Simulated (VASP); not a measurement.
## GaP: single point with PBE-based global hybrid

Crystal: GaP.

```
CELL_PARAMETERS angstrom
0.00000 2.55854 2.55854
2.55854 0.00000 2.55854
2.55854 2.55854 0.00000
ATOMIC_POSITIONS crystal
Ga 0.00000 0.00000 0.00000
P 0.50000 0.50000 0.50000
```

```json
{
  "Program": "VASP 6.6.1",
  "Task": "single point",
  "Functional": "PBE-based global hybrid",
  "Potentials or basis": "VASP PAW PBE potentials, release 64 (Ga_d, P)",
  "Cutoff": "520 eV",
  "k mesh": "4 × 4 × 4",
  "Occupations": "fermi-dirac, width 0.02 eV",
  "Spin": "no spin polarisation",
  "Dipole correction": "no",
  "Grid for exact exchange (PRECFOCK)": "Normal",
  "Share of exact exchange": "0.5",
  "Further INCAR settings": "ALGO = Normal; EDIFF = 1e-06; NBANDS = 16"
}
```

```
Pressure               : -2.9 GPa
Band gap on the k mesh : zero (band 9 reaches 6.70 eV, above the bottom of band 10 at 2.69 eV)
```

Levels at points of the mesh, in eV from the Fermi level:
```tsv
k point	band 7	band 8	band 9	band 10	band 11	band 12
(0.00, 0.00, 0.00)	-1.43	-1.40	-1.38	3.70	8.85	8.86
(0.50, 0.00, 0.00)	-11.07	-1.18	0.02	4.43	4.45	4.85
(0.50, 0.50, 0.00)	-8.71	-4.73	-4.71	-3.99	4.67	14.15
```

Run time: 4.9 min on 1 thread of Intel(R) Xeon(R) 6975P-C (Granite Rapids), on a shared host, peak memory 0.17 GiB.

Caveat: the k points lie up to 0.53 Å⁻¹ apart; the PAW data sets were made with another functional, which shifts forces and pressure a little.
